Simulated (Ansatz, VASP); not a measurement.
**Two plane-wave programs on NbH**

```
Nb H
1.0
    -1.62025    1.62025    2.00070
     1.62025   -1.62025    2.00070
     1.62025    1.62025   -2.00070
Nb H
1 1
Direct
  0.00000 0.00000 0.00000
  0.50000 0.50000 0.00000
```

Alike in both runs: task single point; functional PBEsol; k mesh 10 × 10 × 10; no spin polarisation.

```csv
,VASP,Ansatz
version,VASP 6.6.1,Ansatz 0.2.0
potentials or method,"VASP PAW PBE potentials, release 64 (Nb_sv, H), cutoff 500 eV","plane waves, PAW"
occupations,"methfessel-paxton of order 1, width 0.1 eV",cold
valence electrons in the cell,14,14
```

```csv
,VASP,Ansatz,Ansatz less VASP
pressure (GPa),-12.3,-11.9,+0.40
"traceless stress, the component that is largest in VASP (GPa)",-0.02,-0.19,-0.174
```

VASP's potentials were made for PBE, not for PBEsol.
